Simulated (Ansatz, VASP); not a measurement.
## Two plane-wave programs on Rh

INCAR

```
SYSTEM = Rh
ALGO = Normal
EDIFF = 1E-7
ENCUT = 520
GGA = RP
ISIF = 2
ISMEAR = -1
LASPH = .True.
LCHARG = .True.
LELF = .True.
LREAL = .False.
LVHAR = .True.
LWAVE = .False.
NBANDS = 38
NELM = 100
PREC = Accurate
SIGMA = 0.1
```

File KPOINTS:

```
k-points
0
Gamma
  15 15 4
  0 0 0
```

The input POSCAR:

```
Rh
1.0
    2.7296425453      0.0000000000      0.0000000000
   -1.3648212726      2.3639397875      0.0000000000
    0.0000000000      0.0000000000      8.9011786347
Rh
4
Direct
    0.0000000000      1.0000000000      0.0000000000
    0.0000000000      1.0000000000      0.5000000000
    0.3333333333      0.6666666667      0.2500000000
    0.6666666667      0.3333333333      0.7500000000
```

Input for Ansatz:

```yaml
crystal:
  lattice:
    - [2.7296425453, 0.0, 0.0]
    - [-1.3648212726, 2.3639397875, 0.0]
    - [0.0, 0.0, 8.9011786347]
  atoms:
    - { symbol: Rh, position: [0.0, 1.0, 0.0] }
    - { symbol: Rh, position: [0.0, 1.0, 0.5] }
    - { symbol: Rh, position: [0.3333333333, 0.6666666667, 0.25] }
    - { symbol: Rh, position: [0.6666666667, 0.3333333333, 0.75] }
hamiltonian:
  xc: rpbe
  pseudopotentials:
    kind: paw
    azcp:
      Rh: "pseudopotentials/Rh.paw.azcp"
basis:
  ecutwfc: 420
  fft_grid_basis: typed
kpoints:
  mp_grid: { grid: [15, 15, 4], shift: [0, 0, 0] }
magnetization:
  spin_polarized: false
scf:
  occupations: { method: fermi_dirac, width: 0.1 }
  lower_state_search: "off"
output:
  stress: true
```

Alike in both runs: task single point; functional RPBE; k mesh 15 × 15 × 4; occupations fermi-dirac, width 0.1 eV; no spin polarisation.

```csv
,VASP,Ansatz
version,VASP 6.6.1,Ansatz 0.2.0
potentials or method,"VASP PAW PBE potentials, release 64 (Rh_pv), cutoff 520 eV","plane waves (420 eV) with PAW, scalar-relativistic"
valence electrons in the cell,60,68
```

```csv
,VASP,Ansatz,Ansatz less VASP
pressure (GPa),0.1,0.0,-0.16
```

VASP's potentials were made for PBE, not for RPBE. The functional is the same, so the differences come from potentials, cutoffs and numerics. VASP's potentials hold 60 valence electrons a cell and Ansatz's 68, so a difference there can come from the potentials and not from the codes.
